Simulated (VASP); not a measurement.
A run of VASP 6.6.1 is set up as follows.

INCAR

```
SYSTEM = ZrO2
  PREC = Accurate
  ENCUT = 600
  EDIFF = 1E-7
  ISMEAR = 0
  SIGMA = 0.02
  LREAL = .False.
  LASPH = .True.
  NELM = 120
  ALGO = Normal
  ISIF = 3
  LWAVE = .False.
  LCHARG = .False.
  GGA = PS
  IBRION = 2
  NSW = 100
  EDIFFG = -0.005
  GGA_COMPAT = .False.
  NELMIN = 4
```

The input KPOINTS:

```
regular mesh
0
Gamma
  6 6 6
  0 0 0
```

Contents of POSCAR:

```
ZrO2
1.0
    3.6001684600      0.0000000000      0.0000000000
    0.0000000000      3.6001684600      0.0000000000
    0.0000000000      0.0000000000      5.2251560400
Zr O
2 4
Direct
    0.0000000000      0.0000000000      0.0000000000
    0.5000000000      0.5000000000      0.5000000000
    0.0000000000      0.5000000000      0.3017749100
    0.0000000000      0.5000000000      0.8017749100
    0.5000000000      0.0000000000      0.6982250900
    0.5000000000      0.0000000000      0.1982250900
```

Potentials or basis: VASP PAW PBE potentials, release 64 (Zr_sv, O).

Launch:

```console
$ cat potpaw_PBE.64/Zr_sv/POTCAR potpaw_PBE.64/O/POTCAR > POTCAR
$ mpirun -np 1 vasp_std > vasp.out
```

(1) What does it give for the space group after relaxing (to 0.1 Å)?

(2) Estimate the relaxed cell.

(3) Estimate the band gap on the k mesh.

## Answers

(1) P4_2/nmc (No. 137).

(2) a = 3.586 Å, b = 3.586 Å, c = 5.174 Å, α = 90.00°, β = 90.00°, γ = 90.00°.

(3) 4.00 eV (least direct gap 4.10 eV).
